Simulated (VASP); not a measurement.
# Zr2TiB2 (I4/mmm) in VASP: a series of runs

Zr2TiB2 is run at these levels: PBE; tasks: single point, relaxation of cell and atoms.

Program: VASP 6.6.1. These are calculated values, not measurements. Logs are shortened: lines on timing, memory, paths and dates and some standing lists are left out, and cuts for length are marked.

### 1 The cell of the first run

Symmetry: I4/mmm, No. 139, tetragonal system. The conventional cell has a = 3.845 Å, b = 3.845 Å, c = 8.802 Å, α = 90.00°, β = 90.00°, γ = 90.00°. Zr (site symmetry 4mm) has 4 B at 2.18 Å and 1 Zr at 2.34 Å and 4 Ti at 2.96 Å within 3.0 Å. Within 3.9 Å of Ti (site symmetry 4/mmm) lie 8 B at 2.92 Å and 10 Zr at 2.96 to 3.23 Å and 4 Ti at 3.85 Å. B (site symmetry -4m2) has 4 Zr at 2.18 Å and 4 B at 2.72 Å and 4 Ti at 2.92 Å within 3.0 Å.

The cell was built from a structure type or drawn by symmetry, and may not be a known phase.

### 2 Single point, PBE

Input file INCAR:

```
  PREC = Accurate
  ENCUT = 520
  EDIFF = 1E-6
  ISMEAR = 0
  SIGMA = 0.1
  LREAL = False
  LASPH = True
  NELM = 100
  ALGO = Normal
  ISIF = 2
  LWAVE = False
  LCHARG = False
  GGA = PE
  NBANDS = 29
```

Input file KPOINTS:

```
Automatic mesh
0
Gamma
  6 6 6
```

Input file POSCAR:

```
Zr2TiB2
1.0
   -1.9225543200      1.9225543200      4.4012053300
    1.9225543200     -1.9225543200      4.4012053300
    1.9225543200      1.9225543200     -4.4012053300
Zr Ti B
2 1 2
Direct
    0.3672465400      0.3672465400      0.0000000000
    0.6327534600      0.6327534600      0.0000000000
    0.0000000000      0.0000000000      0.0000000000
    0.2500000000      0.7500000000      0.5000000000
    0.7500000000      0.2500000000      0.5000000000
```

Potentials or basis: VASP PAW PBE potentials, release 64 (Zr_sv, Ti_sv, B).

Run with:

```sh
> cat potpaw_PBE.64/Zr_sv/POTCAR potpaw_PBE.64/Ti_sv/POTCAR potpaw_PBE.64/B/POTCAR > POTCAR
> mpirun -np 1 vasp_std > vasp.out
```

OUTCAR:

```text
PREC = Accurate
   ENCUT = 520
   EDIFF = 1E-6
   ISMEAR = 0
   LREAL = False
   LASPH = True
   NELM = 100
   ISIF = 2
   GGA = PE

 ion  position               nearest neighbor table
   1  0.367  0.367  0.000-   4 2.18   5 2.18   4 2.18   5 2.18   2 2.34   3 2.96   3 2.96   3 2.96
                             3 2.96   3 3.23   2 3.41   2 3.41   2 3.41   2 3.41
   2  0.633  0.633  0.000-   4 2.18   5 2.18   4 2.18   5 2.18   1 2.34   3 2.96   3 2.96   3 2.96
                             3 2.96   3 3.23   1 3.41   1 3.41   1 3.41   1 3.41
   3  0.000  0.000  0.000-   2 2.96   2 2.96   2 2.96   1 2.96   2 2.96   1 2.96   1 2.96   1 2.96
                             1 3.23   2 3.23
   4  0.250  0.750  0.500-   1 2.18   2 2.18   1 2.18   2 2.18
   5  0.750  0.250  0.500-   1 2.18   2 2.18   1 2.18   2 2.18

  LATTYP: Found a body centered tetragonal cell.
 ALAT       =     3.8451086400
 C/A-ratio  =     2.2892488832

  Lattice vectors:

 A1 = (  -1.9225543200,   1.9225543200,   4.4012053300)
 A2 = (   1.9225543200,  -1.9225543200,   4.4012053300)
 A3 = (   1.9225543200,   1.9225543200,  -4.4012053300)

Analysis of symmetry for initial positions (statically):
=====================================================================
 Subroutine PRICEL returns:
 Original cell was already a primitive cell.

 Routine SETGRP: Setting up the symmetry group for a
 body centered tetragonal supercell.

 Subroutine GETGRP returns: Found 16 space group operations
 (whereof 16 operations were pure point group operations)
 out of a pool of 16 trial point group operations.

The static configuration has the point symmetry D_4h.

Analysis of symmetry for dynamics (positions and initial velocities):
=====================================================================
 Subroutine PRICEL returns:
 Original cell was already a primitive cell.

 Routine SETGRP: Setting up the symmetry group for a
 body centered tetragonal supercell.

 Subroutine GETGRP returns: Found 16 space group operations
 (whereof 16 operations were pure point group operations)
 out of a pool of 16 trial point group operations.

The dynamic configuration has the point symmetry D_4h.

 Subroutine INISYM returns: Found 16 space group operations
 (whereof 16 operations are pure point group operations),
 and found     1 'primitive' translations

----------------------------------------------------------------------------------------

                                     Primitive cell

  volume of cell :      65.0712

  direct lattice vectors                    reciprocal lattice vectors
    -1.922554320  1.922554320  4.401205330     0.000000000  0.260070675  0.113605243
     1.922554320 -1.922554320  4.401205330     0.260070675  0.000000000  0.113605243
     1.922554320  1.922554320 -4.401205330     0.260070675  0.260070675  0.000000000

  length of vectors
     5.173300550  5.173300550  5.173300550     0.283800823  0.283800823  0.367795476

  position of ions in fractional coordinates (direct lattice)
     0.367246540  0.367246540  0.000000000
     0.632753460  0.632753460  0.000000000
     0.000000000  0.000000000  0.000000000
     0.250000000  0.750000000  0.500000000
     0.750000000  0.250000000  0.500000000

  ion indices of the primitive-cell ions
   primitive index   ion index
                 1           1
                 2           2
                 3           3
                 4           4
                 5           5

----------------------------------------------------------------------------------------

 KPOINTS: Automatic mesh

Automatic generation of k-mesh.
 Grid dimensions read from file:
 generate k-points for:    6    6    6

 Generating k-lattice:

  Cartesian coordinates                     Fractional coordinates (reciprocal lattice)
     0.000000000  0.043345113  0.018934207     0.166666667  0.000000000  0.000000000
     0.043345113  0.000000000  0.018934207     0.000000000  0.166666667  0.000000000
     0.043345113  0.043345113  0.000000000     0.000000000  0.000000000  0.166666667

  Length of vectors
     0.047300137  0.047300137  0.061299246

  Shift w.r.t. Gamma in fractional coordinates (k-lattice)
     0.000000000  0.000000000  0.000000000

 Subroutine IBZKPT returns following result:
 ===========================================

 Found     30 irreducible k-points:

 Following reciprocal coordinates:
            Coordinates               Weight
  0.000000  0.000000  0.000000      1.000000
  0.166667  0.000000  0.000000      8.000000
  0.333333 -0.000000  0.000000      8.000000
  0.500000  0.000000  0.000000      4.000000
  0.166667  0.166667  0.000000      8.000000
  0.333333  0.166667  0.000000     16.000000
[... 16 lines left out ...]
 -0.333333 -0.333333  0.166667      8.000000
 -0.166667 -0.333333  0.166667      8.000000
 [... further k-points ...]
   k-points           NKPTS =     30   k-points in BZ     NKDIM =     30   number of bands    NBANDS=     29
   number of dos      NEDOS =    301   number of ions     NIONS =      5
   total plane-waves  NPLWV =  64000
   dimension x,y,z NGX =    40 NGY =   40 NGZ =   40
   dimension x,y,z NGXF=    80 NGYF=   80 NGZF=   80
   ions per type =               2   1   2
   NGX,Y,Z   is equivalent  to a cutoff of  12.85, 12.85, 12.85 a.u.
   NGXF,Y,Z  is equivalent  to a cutoff of  25.71, 25.71, 25.71 a.u.
 SYSTEM =  unknown system
   PREC   = accura    normal or accurate (medium, high low for compatibility)
   ISTART =      0    job   : 0-new  1-cont  2-samecut
   ICHARG =      2    charge: 1-file 2-atom 10-const
   ISPIN  =      1    spin polarized calculation?
   LNONCOLLINEAR =      F non collinear calculations
   LSORBIT =      F    spin-orbit coupling
   LASPH  =      T    aspherical Exc in radial PAW
   ENCUT  =  520.0 eV  38.22 Ry    6.18 a.u.   9.62  9.62  9.62*2*pi/ulx,y,z
   NELM   =    100;   NELMIN=  2; NELMDL= -5     # of ELM steps
   EDIFF  = 0.1E-05   stopping-criterion for ELM
   LREAL  =      F    real-space projection
   EDIFFG = 0.1E-04   stopping-criterion for IOM
   NSW    =      0    number of steps for IOM
   IBRION =     -1    ionic relax: 0-MD 1-quasi-New 2-CG
   NFREE  =      0    steps in history (QN), initial steepest desc. (CG)
   ISIF   =      2    stress and relaxation
   ISYM   =      2    0-nonsym 1-usesym 2-fastsym
   POTIM  = 0.5000    time-step for ionic-motion
   TEBEG  =    0.0;   TEEND  =   0.0 temperature during run
   PSTRESS=    0.0 pullay stress
   NELECT =      42.0000    total number of electrons
   NUPDOWN=      -1.0000    fix difference up-down
   EMIN   =  10.00;   EMAX   =-10.00  energy-range for DOS
   EFERMI =   0.00;   METHOD = LEGACY
   ISMEAR =     0;   SIGMA  =   0.10  broadening in eV -4-tet -1-fermi 0-gaus
   EFERMI_NEDOS =   21; number of points for ismear=-14 and -15
   IALGO  =     38    algorithm
   IMIX   =      4    mixing-type and parameters
     AMIX     =   0.40;   BMIX     =  1.00
     AMIX_MAG =   1.60;   BMIX_MAG =  1.00
  volume/ion in A,a.u.               =      13.01        87.82
  Fermi-wavevector in a.u.,A,eV,Ry     =   1.414800  2.673584 27.234215  2.001658
  Thomas-Fermi vector in A             =   2.536304
   LORBIT       =      0    0 simple, 1 ext, 2 COOP (PROOUT), +10 PAW based schemes
   GGA     = PE    functional components
   LHFCALC =     F    Hartree Fock is set to
   AEXX    =    0.0000 exact exchange contribution
   IVDW    =     0    specifies the selected vdW correction
   LEPSILON=     F    determine dielectric tensor
   LRPA    =     F    only Hartree local field effects (RPA)
 non-spin polarized calculation
 Gauss-broadening in eV      SIGMA  =   0.10
  energy-cutoff  :      520.00
  volume of cell :       65.07
 maximum number of plane-waves:      1768
 NGX is ok and might be reduce to    40
   NGX = 19   NGY = 19   NGZ = 19

 number of electron      41.9999998 magnetization

 Free energy of the ion-electron system (eV)
  ---------------------------------------------------
  ext. energy  EPLUGINS =         0.00000000
  ---------------------------------------------------
  free energy    TOTEN  =       -34.47990994 eV

  energy without entropy =      -34.46717524  energy(sigma->0) =      -34.47354259

 E-fermi :  10.3910     XC(G=0): -12.1755

 val. band max:       10.3800375485   @ k =  -0.3333   0.3333   0.0000
 cond. band min:      10.3972522648   @ k =  -0.3333  -0.3333   0.3333
 fundamental gap:      0.0172147163
 Fermi energy:        10.3910160042

 k-point     1 :       0.0000    0.0000    0.0000
  band No.  band energies     occupation
      1     -46.6610      2.00000
      2     -37.9436      2.00000
      3     -37.2704      2.00000
      4     -23.0772      2.00000
      5     -22.8687      2.00000
      6     -22.8687      2.00000
[... 21 lines left out ...]
     28      13.8593      0.00000
     29      14.1226      0.00000

 k-point     2 :       0.1667    0.0000    0.0000
  band No.  band energies     occupation
      1     -46.6606      2.00000
      2     -37.9363      2.00000
      3     -37.2764      2.00000
      4     -23.0779      2.00000
      5     -22.8728      2.00000
      6     -22.8667      2.00000
[... 21 lines left out ...]
     28      13.9146      0.00000
     29      14.6268      0.00000

 k-point     3 :       0.3333   -0.0000    0.0000
  band No.  band energies     occupation
      1     -46.6597      2.00000
      2     -37.9213      2.00000
      3     -37.2889      2.00000
      4     -23.0794      2.00000
      5     -22.8807      2.00000
      6     -22.8626      2.00000
[... 21 lines left out ...]
     28      13.9102      0.00000
     29      14.3880      0.00000

 k-point     4 :       0.5000    0.0000    0.0000
  band No.  band energies     occupation
      1     -46.6593      2.00000
      2     -37.9135      2.00000
      3     -37.2953      2.00000
      4     -23.0802      2.00000
      5     -22.8846      2.00000
      6     -22.8605      2.00000
[... 597 lines left out ...]
     28      13.1010      0.00000
     29      14.5213      0.00000

 k-point    23 :      -0.3333   -0.3333    0.1667
  band No.  band energies     occupation
      1     -46.6601      2.00000
      2     -37.9059      2.00000
      3     -37.3092      2.00000
      4     -23.0770      2.00000
      5     -22.8764      2.00000
      6     -22.8686      2.00000
[... 21 lines left out ...]
     28      14.0858      0.00000
     29      14.2312      0.00000

 k-point    24 :      -0.1667   -0.3333    0.1667
  band No.  band energies     occupation
      1     -46.6605      2.00000
      2     -37.9173      2.00000
      3     -37.2987      2.00000
      4     -23.0772      2.00000
      5     -22.8732      2.00000
      6     -22.8672      2.00000
[... 21 lines left out ...]
     28      14.4718      0.00000
     29      14.5121      0.00000

 [... further k-points ...]

------------------------ aborting loop because EDIFF is reached ----------------------------------------

  FORCE on cell =-STRESS in cart. coord.  units (eV):
  Direction    XX          YY          ZZ          XY          YZ          ZX
  --------------------------------------------------------------------------------------
  -------------------------------------------------------------------------------------
  Total       13.6562273     13.6562273     12.3196290      0.0000000     -0.0000000     -0.0000000
  in kB      336.2423858    336.2423858    303.3327834      0.0000000     -0.0000000     -0.0000000
  external PRESSURE =     325.2725183 kB  Pullay stress =       0.0000000 kB

 VOLUME and BASIS-vectors are now :
 -----------------------------------------------------------------------------
  energy-cutoff  :      520.00
  volume of cell :       65.07
      direct lattice vectors                 reciprocal lattice vectors
    -1.922554320  1.922554320  4.401205330     0.000000000  0.260070675  0.113605243
     1.922554320 -1.922554320  4.401205330     0.260070675  0.000000000  0.113605243
     1.922554320  1.922554320 -4.401205330     0.260070675  0.260070675  0.000000000

 POSITION                                       TOTAL-FORCE (eV/Angst)
 -----------------------------------------------------------------------------------
      0.00000      0.00000      3.23265        -0.000000     -0.000000     -1.330007
      0.00000      0.00000      5.56976         0.000000      0.000000      1.330007
      0.00000      0.00000      0.00000        -0.000000     -0.000000      0.000000
      1.92255     -0.00000      2.20060        -0.000000     -0.000000     -0.000000
     -0.00000      1.92255      2.20060        -0.000000     -0.000000     -0.000000
 -----------------------------------------------------------------------------------
    total drift:                                0.000000      0.000000     -0.000000

  FREE ENERGIE OF THE ION-ELECTRON SYSTEM (eV)
  ---------------------------------------------------
  free  energy   TOTEN  =       -34.4799099380 eV

  energy  without entropy=      -34.4671752365  energy(sigma->0) =      -34.47354259
```

It took 2.5 min on 1 thread of Intel Xeon Platinum 8488C (Sapphire Rapids), shared host; peak memory 0.26 GiB.

Results:

- Free energy: -34.4799 eV
- Pressure: 32.5 GPa
- Largest force: 1.330 eV/Å
- Band gap on the k mesh: zero (bands 21 and 22 overlap by 1.32 eV)

Forces in eV/Å, atoms in the order of the input:
```
Zr   0.000  0.000 -1.330
Zr   0.000  0.000  1.330
Ti   0.000  0.000  0.000
B    0.000  0.000  0.000
B    0.000  0.000  0.000
```

Levels at points of the mesh, in eV from the Fermi level:
```
           k point  band 17  band 18  band 19  band 20  band 21  band 22  band 23  band 24  band 25  band 26
(0.00, 0.00, 0.00)    -3.03    -3.03    -1.28    -1.25    -1.10    -1.10     0.71     1.21     1.21     2.15
(0.50, 0.00, 0.00)    -3.36    -2.54    -2.50    -0.69    -0.24    -0.11     0.76     1.28     1.46     1.59
(0.50, 0.50, 0.00)    -2.12    -1.42    -1.32    -0.81     0.06     0.14     0.52     0.79     0.91     1.53
(0.50, 0.50, 0.50)    -3.86    -2.16    -1.63    -0.66    -0.13    -0.13     0.61     1.43     2.56     2.56
```

Caveat: the cell stands under pressure; forces of over 1 eV/Å act on the atoms, so gaps and moduli don't describe the material at rest.

[end of part 1 of 2]
